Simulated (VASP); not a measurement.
Here is a VASP 6.6.1 calculation.

File INCAR:

```
ALGO = Normal
EDIFF = 1E-8
ENCUT = 520
GGA = CA
ISIF = 2
ISMEAR = -1
LASPH = True
LCHARG = False
LEFG = True
LREAL = False
LWAVE = False
NBANDS = 17
NELM = 80
PREC = Accurate
SIGMA = 0.03
```

The input KPOINTS:

```
k-points
0
Gamma
  13 13 13
```

File POSCAR:

```
ZrOs
1.0
    3.2738406112      0.0000000000      0.0000000000
    0.0000000000      3.2738406112      0.0000000000
    0.0000000000      0.0000000000      3.2738406112
Zr Os
1 1
Direct
    0.5000000000      0.5000000000      0.5000000000
    0.0000000000      0.0000000000      0.0000000000
```

Potentials or basis: VASP PAW LDA potentials, release 64 (Zr_sv, Os).

Command:

```bash
$ cat potpaw_LDA.64/Zr_sv/POTCAR potpaw_LDA.64/Os/POTCAR > POTCAR
$ mpirun -np 1 vasp_std > vasp.out
```

Q: Estimate the pressure.

A: -9.2 GPa.

Q: Estimate the band gap on the k mesh.

A: Zero (band 10 reaches 9.85 eV, above the bottom of band 11 at 8.85 eV).

Caveat: without QUAD_EFG the Cq values of the log hold for a quadrupole moment of 1 mb, not for the nuclei; spin-orbit coupling is left out, which moves the levels of the heavy elements.
